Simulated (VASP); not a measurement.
In3Sb, 4 atoms in the cell. It takes space group Fm-3m (No. 225, cubic). Conventional cell: a = 7.455 Å, b = 7.455 Å, c = 7.455 Å, α = 90.00°, β = 90.00°, γ = 90.00°. Within 4.2 Å of Sb (site symmetry m-3m) lie 14 In at 3.23 to 3.73 Å. Within 4.2 Å of In (site symmetry m-3m) lie 8 In at 3.23 Å and 6 Sb at 3.73 Å. Within 4.2 Å of In (site symmetry -43m) lie 4 Sb at 3.23 Å and 10 In at 3.23 to 3.73 Å. 

| Item | Value |
| --- | --- |
| Program | VASP 6.6.1 |
| Task | single point |
| Functional | PBEsol |
| Potentials or basis | VASP PAW PBE potentials, release 64 (Sb, In_d) |
| Cutoff | 500 eV |
| k mesh | 5 × 5 × 5 |
| Occupations | fermi-dirac, width 0.01 eV |
| Spin | no spin polarisation |
| Dipole correction | no |
| Further INCAR settings | ALGO = Normal; EDIFF = 1e-06; NBANDS = 30 |

Potentials or basis: VASP PAW PBE potentials, release 64 (Sb, In_d).

The run is started by

```console
$ cat potpaw_PBE.64/Sb/POTCAR potpaw_PBE.64/In_d/POTCAR > POTCAR
$ mpirun -np 1 vasp_std > vasp.out
```

Hardware: 1 thread of Intel(R) Xeon(R) Platinum 8375C CPU @ 2.90GHz (Ice Lake), with other jobs on the host.

Question: How long does it take, and how much memory?

Answer: Wall time 28 s on 1 thread of Intel(R) Xeon(R) Platinum 8375C CPU @ 2.90GHz (Ice Lake) (shared host), peak memory 0.24 GiB. Counts: scf iterations 11, k points 10.
